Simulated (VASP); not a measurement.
# Al8H in VASP: relaxation of the atoms with PBE

Aim: the relaxation of the atoms of Al8H with PBE.

Everything below comes from runs of VASP 6.6.1. Logs are shortened: lines on timing, memory, paths and dates and some standing lists are left out, and cuts for length are marked.

### 1 The cell of the first run

The cell holds a slab with vacuum, 9 atoms: a = 2.854 Å, b = 2.854 Å, c = 31.976 Å, α = 90.00°, β = 90.00°, γ = 120.00°.

### 2 Relaxation of the atoms, PBE

Contents of INCAR:

```
PREC     = Accurate       # precision mode
ENCUT    = 520            # plane-wave cutoff, eV
EDIFF    = 1E-6           # SCF threshold, eV
ISMEAR   = 0              # smearing method
SIGMA    = 0.1            # smearing width, eV
LREAL    = False          # projectors in reciprocal space
LASPH    = True           # aspherical terms in the spheres
NELM     = 60             # most SCF steps
ALGO     = Normal         # electronic algorithm
ISIF     = 2              # what is computed and relaxed
LWAVE    = False          # write WAVECAR
LCHARG   = False          # write CHGCAR
LDIPOL   = True         
IDIPOL   = 3            
DIPOL    = 0.5 0.5 0.415
GGA      = PE             # functional
IBRION   = 2              # ionic algorithm
NSW      = 50             # ionic steps
EDIFFG   = -0.025         # ionic threshold
```

Contents of KPOINTS:

```
Automatic mesh
0
Gamma
  9 9 1
```

Contents of POSCAR:

```
Al8H
1.0
    2.8543223330      0.0000000000      0.0000000000
   -1.4271611665      2.4719156510      0.0000000000
    0.0000000000      0.0000000000     31.9760593533
Al H
8 1
Selective dynamics
Direct
    0.3333333333      0.6666666667      0.1250935882  F F F
    0.0000000000      0.0000000000      0.1984546650  F F F
    0.6666666667      0.3333333333      0.2718157419  F F F
    0.0000000000      0.0000000000      0.3451768186  F F F
    0.3333333333      0.6666666667      0.4179469871  F F F
    0.0000000000      0.0000000000      0.4916851455  F F F
    0.6666666667      0.3333333333      0.5654358086  F F F
    0.0000000000      0.0000000000      0.6403559340  T T T
    0.3333333333      0.1666666667      0.6777829759  F F T
```

Potentials or basis: VASP PAW PBE potentials, release 64 (Al, H).

On the command line:

```console
$ cat potpaw_PBE.64/Al/POTCAR potpaw_PBE.64/H/POTCAR > POTCAR
$ mpirun -np 1 vasp_std > vasp.out
```

OUTCAR:

```text
PREC = Accurate
   ENCUT = 520
   EDIFF = 1E-6
   ISMEAR = 0
   LREAL = False
   LASPH = True
   NELM = 60
   ISIF = 2
   GGA = PE
   IBRION = 2
   NSW = 50
   EDIFFG = -0.025

 ion  position               nearest neighbor table
   1  0.333  0.667  0.125-   2 2.87   2 2.87   2 2.87
   2  0.000  0.000  0.198-   1 2.87   1 2.87   1 2.87   3 2.87   3 2.87   3 2.87
   3  0.667  0.333  0.272-   4 2.87   4 2.87   4 2.87   2 2.87   2 2.87   2 2.87
   4  0.000  0.000  0.345-   5 2.85   5 2.85   5 2.85   3 2.87   3 2.87   3 2.87
   5  0.333  0.667  0.418-   4 2.85   4 2.85   4 2.85   6 2.88   6 2.88   6 2.88
   6  0.000  0.000  0.492-   5 2.88   5 2.88   5 2.88   7 2.88   7 2.88   7 2.88
   7  0.667  0.333  0.565-   6 2.88   6 2.88   6 2.88   8 2.91   8 2.91   8 2.91
   8  0.000  0.000  0.640-   9 1.45   7 2.91   7 2.91   7 2.91
   9  0.333  0.167  0.678-   8 1.45

  LATTYP: Found a hexagonal cell.
 ALAT       =     2.8543223330
 C/A-ratio  =    11.2026798738

  Lattice vectors:

 A1 = (   2.8543223330,   0.0000000000,   0.0000000000)
 A2 = (  -1.4271611665,   2.4719156510,   0.0000000000)
 A3 = (   0.0000000000,   0.0000000000,  31.9760593533)

Analysis of symmetry for initial positions (statically):
=====================================================================
 Subroutine PRICEL returns:
 Original cell was already a primitive cell.

 Routine SETGRP: Setting up the symmetry group for a
 hexagonal supercell.

 Subroutine GETGRP returns: Found  2 space group operations
 (whereof  2 operations were pure point group operations)
 out of a pool of 24 trial point group operations.

The static configuration has the point symmetry C_1h.

Analysis of symmetry for dynamics (positions and initial velocities):
=====================================================================
 Subroutine PRICEL returns:
 Original cell was already a primitive cell.

 Routine SETGRP: Setting up the symmetry group for a
 hexagonal supercell.

 Subroutine GETGRP returns: Found  2 space group operations
 (whereof  2 operations were pure point group operations)
 out of a pool of 24 trial point group operations.

The dynamic configuration has the point symmetry C_1h.

Analysis of constrained symmetry for selective dynamics:
=====================================================================
 Subroutine PRICEL returns:
 Original cell was already a primitive cell.

 Routine SETGRP: Setting up the symmetry group for a
 hexagonal supercell.

 Subroutine GETGRP returns: Found  2 space group operations
 (whereof  2 operations were pure point group operations)
 out of a pool of 24 trial point group operations.

The constrained configuration has the point symmetry C_1h.

 Subroutine INISYM returns: Found  2 space group operations
 (whereof  2 operations are pure point group operations),
 and found     1 'primitive' translations

----------------------------------------------------------------------------------------

                                     Primitive cell

  volume of cell :     225.6117

  direct lattice vectors                    reciprocal lattice vectors
     2.854322333  0.000000000  0.000000000     0.350345856  0.202272274  0.000000000
    -1.427161166  2.471915651  0.000000000     0.000000000  0.404544548  0.000000000
     0.000000000  0.000000000 31.976059353     0.000000000  0.000000000  0.031273397

  length of vectors
     2.854322333  2.854322333 31.976059353     0.404544548  0.404544548  0.031273397

  position of ions in fractional coordinates (direct lattice)
     0.333333333  0.666666667  0.125093588
     0.000000000  0.000000000  0.198454665
     0.666666667  0.333333333  0.271815742
     0.000000000  0.000000000  0.345176819
     0.333333333  0.666666667  0.417946987
     0.000000000  0.000000000  0.491685145
     0.666666667  0.333333333  0.565435809
     0.000000000  0.000000000  0.640355934
     0.333333333  0.166666667  0.677782976

  ion indices of the primitive-cell ions
   primitive index   ion index
                 1           1
                 2           2
                 3           3
                 4           4
                 5           5
                 6           6
                 7           7
                 8           8
                 9           9

----------------------------------------------------------------------------------------

 KPOINTS: Automatic mesh

Automatic generation of k-mesh.
 Grid dimensions read from file:
 generate k-points for:    9    9    1

 Generating k-lattice:

  Cartesian coordinates                     Fractional coordinates (reciprocal lattice)
     0.038927317  0.022474697  0.000000000     0.111111111  0.000000000  0.000000000
     0.000000000  0.044949394  0.000000000     0.000000000  0.111111111  0.000000000
     0.000000000  0.000000000  0.031273397     0.000000000  0.000000000  1.000000000

  Length of vectors
     0.044949394  0.044949394  0.031273397

  Shift w.r.t. Gamma in fractional coordinates (k-lattice)
     0.000000000  0.000000000  0.000000000

 Subroutine IBZKPT returns following result:
 ===========================================

 Found     25 irreducible k-points:

 Following reciprocal coordinates:
            Coordinates               Weight
  0.000000  0.000000  0.000000      1.000000
  0.111111  0.000000  0.000000      2.000000
  0.000000  0.111111  0.000000      4.000000
  0.222222  0.000000  0.000000      2.000000
  0.000000  0.222222  0.000000      4.000000
  0.333333  0.000000  0.000000      2.000000
[... 16 lines left out ...]
 -0.222222 -0.444444  0.000000      4.000000
  0.444444  0.333333  0.000000      4.000000
   k-points           NKPTS =     25   k-points in BZ     NKDIM =     25   number of bands    NBANDS=     17
   number of dos      NEDOS =    301   number of ions     NIONS =      9
   total plane-waves  NPLWV = 138240
   dimension x,y,z NGX =    24 NGY =   24 NGZ =  240
   dimension x,y,z NGXF=    48 NGYF=   48 NGZF=  480
   ions per type =               8   1
   NGX,Y,Z   is equivalent  to a cutoff of  13.98, 13.98, 12.48 a.u.
   NGXF,Y,Z  is equivalent  to a cutoff of  27.96, 27.96, 24.96 a.u.
 SYSTEM =  unknown system
   PREC   = accura    normal or accurate (medium, high low for compatibility)
   ISTART =      0    job   : 0-new  1-cont  2-samecut
   ICHARG =      2    charge: 1-file 2-atom 10-const
   ISPIN  =      1    spin polarized calculation?
   LNONCOLLINEAR =      F non collinear calculations
   LSORBIT =      F    spin-orbit coupling
   LASPH  =      T    aspherical Exc in radial PAW
   ENCUT  =  520.0 eV  38.22 Ry    6.18 a.u.   5.31  5.31 59.45*2*pi/ulx,y,z
   NELM   =     60;   NELMIN=  2; NELMDL= -5     # of ELM steps
   EDIFF  = 0.1E-05   stopping-criterion for ELM
   LREAL  =      F    real-space projection
   EDIFFG = -.3E-01   stopping-criterion for IOM
   NSW    =     50    number of steps for IOM
   IBRION =      2    ionic relax: 0-MD 1-quasi-New 2-CG
   NFREE  =      1    steps in history (QN), initial steepest desc. (CG)
   ISIF   =      2    stress and relaxation
   ISYM   =      2    0-nonsym 1-usesym 2-fastsym
   POTIM  = 0.5000    time-step for ionic-motion
   TEBEG  =    0.0;   TEEND  =   0.0 temperature during run
   PSTRESS=    0.0 pullay stress
   NELECT =      25.0000    total number of electrons
   NUPDOWN=      -1.0000    fix difference up-down
   EMIN   =  10.00;   EMAX   =-10.00  energy-range for DOS
   EFERMI =   0.00;   METHOD = LEGACY
   ISMEAR =     0;   SIGMA  =   0.10  broadening in eV -4-tet -1-fermi 0-gaus
   EFERMI_NEDOS =   21; number of points for ismear=-14 and -15
   IALGO  =     38    algorithm
   IMIX   =      4    mixing-type and parameters
     AMIX     =   0.40;   BMIX     =  1.00
     AMIX_MAG =   1.60;   BMIX_MAG =  1.00
  volume/ion in A,a.u.               =      25.07       169.17
  Fermi-wavevector in a.u.,A,eV,Ry     =   0.786323  1.485935  8.412534  0.618304
  Thomas-Fermi vector in A             =   1.890838
   LORBIT       =      0    0 simple, 1 ext, 2 COOP (PROOUT), +10 PAW based schemes
   GGA     = PE    functional components
   LHFCALC =     F    Hartree Fock is set to
   AEXX    =    0.0000 exact exchange contribution
   IVDW    =     0    specifies the selected vdW correction
   LEPSILON=     F    determine dielectric tensor
   LRPA    =     F    only Hartree local field effects (RPA)
 conjugate gradient relaxation of ions
 non-spin polarized calculation
 Gauss-broadening in eV      SIGMA  =   0.10
  energy-cutoff  :      520.00
  volume of cell :      225.61
 maximum number of plane-waves:      6109
 NGX is ok and might be reduce to    24
   NGX = 11   NGY = 11   NGZ =119

 dipolmoment           0.000000      0.000000     -0.063060 electrons x Angstroem

--------------------------------------- Ionic step        1  -------------------------------------------

 number of electron      25.0000000 magnetization

 Free energy of the ion-electron system (eV)
  ---------------------------------------------------
  ext. energy  EPLUGINS =         0.00000000
  ---------------------------------------------------
  free energy    TOTEN  =       -31.82775188 eV

  energy without entropy =      -31.80439252  energy(sigma->0) =      -31.81607220

------------------------ aborting loop because EDIFF is reached ----------------------------------------

  FORCE on cell =-STRESS in cart. coord.  units (eV):
  Direction    XX          YY          ZZ          XY          YZ          ZX
  --------------------------------------------------------------------------------------
  -------------------------------------------------------------------------------------
  Total       -0.3495261     -0.5838910      3.3978281      0.2029659      1.0150134      1.7580547
  in kB       -2.4821533     -4.1464910     24.1296145      1.4413588      7.2080991     12.4847936
  external PRESSURE =       5.8336567 kB  Pullay stress =       0.0000000 kB
[... 110 lines left out ...]
  FREE ENERGIE OF THE ION-ELECTRON SYSTEM (eV)
  ---------------------------------------------------
  free  energy   TOTEN  =       -32.0768948686 eV

  energy  without entropy=      -32.0516885548  energy(sigma->0) =      -32.06429171

[... ionic steps 4 to 8 ...]

--------------------------------------- Ionic step        9  -------------------------------------------

 number of electron      25.0000000 magnetization

------------------------ aborting loop because EDIFF is reached ----------------------------------------
[... 81 lines left out ...]
--------------------------------------- Ionic step       11  -------------------------------------------

 number of electron      25.0000000 magnetization

 dipolmoment           0.000000      0.000000      0.036667 electrons x Angstroem

 Free energy of the ion-electron system (eV)
  ---------------------------------------------------
  ext. energy  EPLUGINS =         0.00000000
  ---------------------------------------------------
  free energy    TOTEN  =       -32.07937555 eV

  energy without entropy =      -32.05501772  energy(sigma->0) =      -32.06719663

 E-fermi :   2.8969     XC(G=0):  -6.6682

 val. band max:        2.8965464293   @ k =   0.3333   0.2222   0.0000
 cond. band min:       2.9366846940   @ k =   0.3333   0.2222   0.0000
 fundamental gap:      0.0401382646
 Fermi energy:         2.8969033444

 k-point     1 :       0.0000    0.0000    0.0000
  band No.  band energies     occupation
      1      -8.1562      2.00000
      2      -7.8809      2.00000
      3      -7.4754      2.00000
      4      -6.8470      2.00000
      5      -6.0934      2.00000
      6      -5.1613      2.00000
[... 457 lines left out ...]
      4      -1.4846      2.00000
      5      -0.8569      2.00000
      6      -0.1474      2.00000
[... 9 lines left out ...]
     16       2.9550      0.41137
     17       3.2525      0.00000

 [... further k-points ...]

------------------------ aborting loop because EDIFF is reached ----------------------------------------

 vacuum level on the upper side and lower side of the slab       (xc-potential included)         0.362        -0.600

  FORCE on cell =-STRESS in cart. coord.  units (eV):
  Direction    XX          YY          ZZ          XY          YZ          ZX
  --------------------------------------------------------------------------------------
  -------------------------------------------------------------------------------------
  Total       -1.2135198     -0.8598466      0.5401843     -0.3062900      0.1994546      0.3454655
  in kB       -8.6177886     -6.1061847      3.8361089     -2.1751128      1.4164234      2.4533172
  external PRESSURE =      -3.6292881 kB  Pullay stress =       0.0000000 kB
[... 24 lines left out ...]
  FREE ENERGIE OF THE ION-ELECTRON SYSTEM (eV)
  ---------------------------------------------------
  free  energy   TOTEN  =       -32.0793755467 eV

  energy  without entropy=      -32.0550177174  energy(sigma->0) =      -32.06719663

 reached required accuracy - stopping structural energy minimisation

 vacuum level on the upper side and lower side of the slab         7.812         6.832
```

Run time: 16 min. Hardware: 1 thread of Intel Xeon Platinum 8259CL at 2.50GHz (Skylake/Cascade Lake), shared host; peak memory 0.42 GiB.

What came out:

- Free energy: -32.0794 eV
- Energy gained by relaxing: 28.0 meV/atom
- Ionic steps: 11

Step by step:
```csv
step,energy change (eV),largest force on free atoms (eV/Å),pressure (GPa)
1,0.0000,2.9687,0.58
2,-0.2348,0.5736,-0.34
3,-0.2491,0.0528,-0.21
4,-0.2491,0.0752,-0.22
5,-0.2494,0.0705,-0.22
6,-0.2500,0.0573,-0.24
7,-0.2509,0.0340,-0.28
8,-0.2516,0.0355,-0.36
9,-0.2516,0.0323,-0.35
10,-0.2515,0.0625,-0.38
11,-0.2516,0.0179,-0.36
```

Final structure:
```yaml
crystal:
  lattice:
    - [2.85432, 0.00000, 0.00000]
    - [-1.42716, 2.47192, 0.00000]
    - [0.00000, 0.00000, 31.97606]
  atoms:
    - { symbol: Al, position: [0.33333, 0.66667, 0.12509] }
    - { symbol: Al, position: [0.00000, 0.00000, 0.19845] }
    - { symbol: Al, position: [0.66667, 0.33333, 0.27182] }
    - { symbol: Al, position: [0.00000, 0.00000, 0.34518] }
    - { symbol: Al, position: [0.33333, 0.66667, 0.41795] }
    - { symbol: Al, position: [0.00000, 0.00000, 0.49169] }
    - { symbol: Al, position: [0.66667, 0.33333, 0.56544] }
    - { symbol: Al, position: [0.96152, 0.98076, 0.63883] }
    - { symbol: H, position: [0.33333, 0.16667, 0.68179] }
```

Caveat: the highest band is partly filled, so the run has too few bands.
